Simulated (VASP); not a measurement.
Write the native input for VASP 6.6.1 that does the following.

```yaml
Task: single point
Functional: PBE
Potentials_or_basis: VASP PAW PBE potentials, release 64 (La)
Cutoff: 520 eV
k_mesh: 8 × 8 × 3
Occupations: fermi-dirac, width 0.05 eV
Spin: no spin polarisation
Dipole_correction: no
Further_INCAR_settings: ALGO = Normal; EDIFF = 1e-07; NBANDS = 30
```

The structure of La lies in POSCAR:

```
La
1.0
    3.6930396299      0.0000000000      0.0000000000
   -1.8465198149      3.1982661367      0.0000000000
    0.0000000000      0.0000000000     11.9107874959
La
4
Direct
    0.6666666667      0.3333333333      0.2500000000
    0.3333333333      0.6666666667      0.7500000000
    0.0000000000      0.0000000000      0.5000000000
    0.0000000000      0.0000000000      0.0000000000
```

The input as run:

INCAR

```
SYSTEM = La
PREC = Accurate
ENCUT = 520
EDIFF = 1E-7
ISMEAR = -1
SIGMA = 0.05
LREAL = .False.
LASPH = .True.
NELM = 100
ALGO = Normal
ISIF = 2
LWAVE = .False.
LCHARG = .False.
GGA = PE
NBANDS = 30
```

KPOINTS

```
Automatic mesh
0
Gamma
  8 8 3
  0 0 0
```

Potentials or basis: VASP PAW PBE potentials, release 64 (La).

Launch:

```console
$ cat potpaw_PBE.64/La/POTCAR > POTCAR
$ mpirun -np 1 vasp_std > vasp.out
```

Results of the run:

```json
{"Pressure": "1.5 GPa", "Band gap on the k mesh": "zero (bands 22 and 23 overlap by 1.20 eV)"}
```

Caveat: spin-orbit coupling is left out, which moves the levels of the heavy elements.

Run time: 58 s on 1 thread of Intel(R) Xeon(R) 6975P-C (Granite Rapids), with other jobs on the host, peak memory 0.27 GiB.
